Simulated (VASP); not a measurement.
# As in VASP: single point with LDA

Aim: the single point of As with LDA.

Program: VASP 6.6.1. These are calculated values, not measurements. Logs are shortened: lines on timing, memory, paths and dates and some standing lists are left out, and cuts for length are marked.

## Step 1: The cell of the first run

The cell holds a sheet with vacuum, 2 atoms: a = 3.513 Å, b = 3.513 Å, c = 26.600 Å, α = 90.00°, β = 90.00°, γ = 120.00°.

## Step 2: Single point, LDA

File INCAR:

```
PREC = Accurate
ENCUT = 400
EDIFF = 1E-6
ISMEAR = 0
SIGMA = 0.03
LREAL = False
LASPH = True
NELM = 120
ALGO = Normal
ISIF = 2
LWAVE = False
LCHARG = False
LDIPOL = True
IDIPOL = 3
DIPOL = 0.5 0.5 0.289
NBANDS = 12
GGA_COMPAT = False
NELMDL = -8
```

File KPOINTS:

```
Automatic mesh
0
Gamma
  12 12 1
```

File POSCAR:

```
As
1.0
    3.5128970096      0.0000000000      0.0000000000
   -1.7564485048      3.0422580512      0.0000000000
    0.0000000000      0.0000000000     26.6000000028
As
2
Direct
    0.3333333333      0.6666666667      0.2634995751
    0.6666666667      0.3333333333      0.3154477932
```

Potentials or basis: VASP PAW LDA potentials, release 64 (As).

Launch:

```sh
> cat potpaw_LDA.64/As/POTCAR > POTCAR
> mpirun -np 1 vasp_std > vasp.out
```

OUTCAR:

```text
PREC = Accurate
   ENCUT = 400
   EDIFF = 1E-6
   ISMEAR = 0
   LREAL = False
   LASPH = True
   NELM = 120
   ISIF = 2
   NELMDL = -8

 ion  position               nearest neighbor table
   1  0.333  0.667  0.263-   2 2.45   2 2.45   2 2.45
   2  0.667  0.333  0.315-   1 2.45   1 2.45   1 2.45

  LATTYP: Found a hexagonal cell.
 ALAT       =     3.5128970096
 C/A-ratio  =     7.5720978811

  Lattice vectors:

 A1 = (   3.5128970096,   0.0000000000,   0.0000000000)
 A2 = (  -1.7564485048,   3.0422580512,   0.0000000000)
 A3 = (   0.0000000000,   0.0000000000,  26.6000000028)

Analysis of symmetry for initial positions (statically):
=====================================================================
 Subroutine PRICEL returns:
 Original cell was already a primitive cell.

 Routine SETGRP: Setting up the symmetry group for a
 hexagonal supercell.

 Subroutine GETGRP returns: Found 12 space group operations
 (whereof  6 operations were pure point group operations)
 out of a pool of 24 trial point group operations.

The static configuration has the point symmetry C_3v.
 The point group associated with its full space group is D_3d.

Analysis of symmetry for dynamics (positions and initial velocities):
=====================================================================
 Subroutine PRICEL returns:
 Original cell was already a primitive cell.

 Routine SETGRP: Setting up the symmetry group for a
 hexagonal supercell.

 Subroutine GETGRP returns: Found 12 space group operations
 (whereof  6 operations were pure point group operations)
 out of a pool of 24 trial point group operations.

The dynamic configuration has the point symmetry C_3v.
 The point group associated with its full space group is D_3d.

 Subroutine INISYM returns: Found 12 space group operations
 (whereof  6 operations are pure point group operations),
 and found     1 'primitive' translations

----------------------------------------------------------------------------------------

                                     Primitive cell

  volume of cell :     284.2779

  direct lattice vectors                    reciprocal lattice vectors
     3.512897010  0.000000000  0.000000000     0.284665334  0.164351607  0.000000000
    -1.756448505  3.042258051  0.000000000     0.000000000  0.328703214  0.000000000
     0.000000000  0.000000000 26.600000003     0.000000000  0.000000000  0.037593985

  length of vectors
     3.512897010  3.512897010 26.600000003     0.328703214  0.328703214  0.037593985

  position of ions in fractional coordinates (direct lattice)
     0.333333333  0.666666667  0.263499575
     0.666666667  0.333333333  0.315447793

  ion indices of the primitive-cell ions
   primitive index   ion index
                 1           1
                 2           2

----------------------------------------------------------------------------------------

 KPOINTS: Automatic mesh

Automatic generation of k-mesh.
 Grid dimensions read from file:
 generate k-points for:   12   12    1

 Generating k-lattice:

  Cartesian coordinates                     Fractional coordinates (reciprocal lattice)
     0.023722111  0.013695967  0.000000000     0.083333333  0.000000000  0.000000000
     0.000000000  0.027391935  0.000000000     0.000000000  0.083333333  0.000000000
     0.000000000  0.000000000  0.037593985     0.000000000  0.000000000  1.000000000

  Length of vectors
     0.027391935  0.027391935  0.037593985

  Shift w.r.t. Gamma in fractional coordinates (k-lattice)
     0.000000000  0.000000000  0.000000000

 Subroutine IBZKPT returns following result:
 ===========================================

 Found     19 irreducible k-points:

 Following reciprocal coordinates:
            Coordinates               Weight
  0.000000  0.000000  0.000000      1.000000
  0.083333  0.000000  0.000000      6.000000
  0.166667  0.000000  0.000000      6.000000
  0.250000  0.000000  0.000000      6.000000
  0.333333  0.000000  0.000000      6.000000
  0.416667  0.000000  0.000000      6.000000
[... 11 lines left out ...]
  0.333333  0.250000  0.000000     12.000000
  0.333333  0.333333  0.000000      2.000000
   k-points           NKPTS =     19   k-points in BZ     NKDIM =     19   number of bands    NBANDS=     12
   number of dos      NEDOS =    301   number of ions     NIONS =      2
   total plane-waves  NPLWV = 103680
   dimension x,y,z NGX =    24 NGY =   24 NGZ =  180
   dimension x,y,z NGXF=    48 NGYF=   48 NGZF=  360
   ions per type =               2
   NGX,Y,Z   is equivalent  to a cutoff of  11.36, 11.36, 11.25 a.u.
   NGXF,Y,Z  is equivalent  to a cutoff of  22.72, 22.72, 22.50 a.u.
 SYSTEM =  unknown system
   PREC   = accura    normal or accurate (medium, high low for compatibility)
   ISTART =      0    job   : 0-new  1-cont  2-samecut
   ICHARG =      2    charge: 1-file 2-atom 10-const
   ISPIN  =      1    spin polarized calculation?
   LNONCOLLINEAR =      F non collinear calculations
   LSORBIT =      F    spin-orbit coupling
   LASPH  =      T    aspherical Exc in radial PAW
   ENCUT  =  400.0 eV  29.40 Ry    5.42 a.u.   5.73  5.73 43.38*2*pi/ulx,y,z
   NELM   =    120;   NELMIN=  2; NELMDL= -8     # of ELM steps
   EDIFF  = 0.1E-05   stopping-criterion for ELM
   LREAL  =      F    real-space projection
   EDIFFG = 0.1E-04   stopping-criterion for IOM
   NSW    =      0    number of steps for IOM
   IBRION =     -1    ionic relax: 0-MD 1-quasi-New 2-CG
   NFREE  =      0    steps in history (QN), initial steepest desc. (CG)
   ISIF   =      2    stress and relaxation
   ISYM   =      2    0-nonsym 1-usesym 2-fastsym
   POTIM  = 0.5000    time-step for ionic-motion
   TEBEG  =    0.0;   TEEND  =   0.0 temperature during run
   PSTRESS=    0.0 pullay stress
   NELECT =      10.0000    total number of electrons
   NUPDOWN=      -1.0000    fix difference up-down
   EMIN   =  10.00;   EMAX   =-10.00  energy-range for DOS
   EFERMI =   0.00;   METHOD = LEGACY
   ISMEAR =     0;   SIGMA  =   0.03  broadening in eV -4-tet -1-fermi 0-gaus
   EFERMI_NEDOS =   21; number of points for ismear=-14 and -15
   IALGO  =     38    algorithm
   IMIX   =      4    mixing-type and parameters
     AMIX     =   0.40;   BMIX     =  1.00
     AMIX_MAG =   1.60;   BMIX_MAG =  1.00
  volume/ion in A,a.u.               =     142.14       959.20
  Fermi-wavevector in a.u.,A,eV,Ry     =   0.536406  1.013661  3.914826  0.287732
  Thomas-Fermi vector in A             =   1.561711
   LORBIT       =      0    0 simple, 1 ext, 2 COOP (PROOUT), +10 PAW based schemes
   GGA     = CA    functional components
   LHFCALC =     F    Hartree Fock is set to
   AEXX    =    0.0000 exact exchange contribution
   IVDW    =     0    specifies the selected vdW correction
   LEPSILON=     F    determine dielectric tensor
   LRPA    =     F    only Hartree local field effects (RPA)
 non-spin polarized calculation
 Gauss-broadening in eV      SIGMA  =   0.03
  energy-cutoff  :      400.00
  volume of cell :      284.28
 maximum number of plane-waves:      5188
 NGX is ok and might be reduce to    24
   NGX = 11   NGY = 11   NGZ = 87

 dipolmoment           0.000000      0.000000     -0.000005 electrons x Angstroem

 number of electron      10.0000003 magnetization

 dipolmoment           0.000000      0.000000      0.000001 electrons x Angstroem

 Free energy of the ion-electron system (eV)
  ---------------------------------------------------
  ext. energy  EPLUGINS =         0.00000000
  ---------------------------------------------------
  free energy    TOTEN  =       -10.46054637 eV

  energy without entropy =      -10.46054637  energy(sigma->0) =      -10.46054637

 E-fermi :  -3.7949     XC(G=0):  -2.0591

 val. band max:       -3.9720698945   @ k =   0.0000   0.0000   0.0000
 cond. band min:      -2.5406801675   @ k =   0.3333   0.0000   0.0000
 fundamental gap:      1.4313897270
 Fermi energy:        -3.7948970607

 k-point     1 :       0.0000    0.0000    0.0000
  band No.  band energies     occupation
      1     -18.0607      2.00000
      2     -11.3747      2.00000
      3      -4.8030      2.00000
      4      -3.9721      2.00000
      5      -3.9721      2.00000
      6      -1.8575      0.00000
      7      -0.3822      0.00000
      8      -0.3822      0.00000
      9       0.9058      0.00000
     10       1.2583      0.00000
     11       1.6751      0.00000
     12       1.9472      0.00000

 k-point     2 :       0.0833    0.0000    0.0000
  band No.  band energies     occupation
      1     -17.9614      2.00000
      2     -11.3454      2.00000
      3      -4.9475      2.00000
      4      -4.7450      2.00000
      5      -4.2029      2.00000
      6      -1.2534      0.00000
      7      -0.4723      0.00000
      8      -0.1474      0.00000
      9       1.0577      0.00000
     10       1.3710      0.00000
     11       1.7865      0.00000
     12       2.0632      0.00000

 k-point     3 :       0.1667    0.0000    0.0000
  band No.  band energies     occupation
      1     -17.6661      2.00000
      2     -11.3070      2.00000
      3      -6.4117      2.00000
      4      -4.7080      2.00000
      5      -4.6056      2.00000
      6      -1.7289      0.00000
      7       0.2787      0.00000
      8       0.3018      0.00000
      9       1.4128      0.00000
     10       1.7296      0.00000
     11       2.1188      0.00000
     12       2.3996      0.00000
[... 211 lines left out ...]
 k-point    18 :       0.3333    0.2500    0.0000
  band No.  band energies     occupation
      1     -14.8856      2.00000
      2     -13.5639      2.00000
      3      -8.5345      2.00000
      4      -6.6803      2.00000
      5      -5.6863      2.00000
      6      -1.9647      0.00000
      7       0.0573      0.00000
      8       0.7745      0.00000
      9       3.7737      0.00000
     10       4.3431      0.00000
     11       4.7596      0.00000
     12       5.3240      0.00000

 k-point    19 :       0.3333    0.3333    0.0000
  band No.  band energies     occupation
      1     -14.2036      2.00000
      2     -14.2036      2.00000
      3      -8.7978      2.00000
      4      -6.1533      2.00000
      5      -6.1533      2.00000
      6      -2.2458      0.00000
      7       0.5995      0.00000
      8       0.5995      0.00000
      9       4.0022      0.00000
     10       5.1117      0.00000
     11       5.1117      0.00000
     12       5.8836      0.00000

------------------------ aborting loop because EDIFF is reached ----------------------------------------

 vacuum level on the upper side and lower side of the slab       (xc-potential included)        -0.007        -0.007

  FORCE on cell =-STRESS in cart. coord.  units (eV):
  Direction    XX          YY          ZZ          XY          YZ          ZX
  --------------------------------------------------------------------------------------
  -------------------------------------------------------------------------------------
  Total        0.1231577      0.1231577      0.1736884      0.0000000     -0.0000000      0.0000000
  in kB        0.6941111      0.6941111      0.9789000      0.0000000     -0.0000000      0.0000000
  external PRESSURE =       0.7890407 kB  Pullay stress =       0.0000000 kB

 VOLUME and BASIS-vectors are now :
 -----------------------------------------------------------------------------
  energy-cutoff  :      400.00
  volume of cell :      284.28
      direct lattice vectors                 reciprocal lattice vectors
     3.512897010  0.000000000  0.000000000     0.284665334  0.164351607  0.000000000
    -1.756448505  3.042258051  0.000000000     0.000000000  0.328703214  0.000000000
     0.000000000  0.000000000 26.600000003     0.000000000  0.000000000  0.037593985

 POSITION                                       TOTAL-FORCE (eV/Angst)
 -----------------------------------------------------------------------------------
     -0.00000      2.02817      7.00909         0.000000     -0.000000     -0.130996
      1.75645      1.01409      8.39091        -0.000000      0.000000      0.130996
 -----------------------------------------------------------------------------------
    total drift:                               -0.000000     -0.000000      0.000015

  FREE ENERGIE OF THE ION-ELECTRON SYSTEM (eV)
  ---------------------------------------------------
  free  energy   TOTEN  =       -10.4605463674 eV

  energy  without entropy=      -10.4605463674  energy(sigma->0) =      -10.46054637

 vacuum level on the upper side and lower side of the slab         1.517         1.517
```

Wall time 28 s (1 thread of Intel Xeon Platinum 8559C (Emerald Rapids), shared host); peak memory 0.24 GiB.

Results:

| Quantity | Value |
| --- | --- |
| Free energy | -10.4605 eV |
| Largest force | 0.131 eV/Å |
| Band gap on the k mesh | 1.43 eV, indirect (least direct gap 2.11 eV) |

Forces in eV/Å, atoms in the order of the input:
```
As   0.000  0.000 -0.131
As   0.000  0.000  0.131
```

Levels at points of the mesh, in eV from the valence-band top:
| k point | band 2 | band 3 | band 4 | band 5 | band 6 | band 7 | band 8 | band 9 |
| --- | --- | --- | --- | --- | --- | --- | --- | --- |
| (0.00, 0.00, 0.00) | -7.40 | -0.83 | 0.00 | 0.00 | 2.11 | 3.59 | 3.59 | 4.88 |
| (0.50, 0.00, 0.00) | -9.40 | -3.68 | -2.05 | -1.80 | 1.84 | 2.97 | 4.61 | 6.08 |
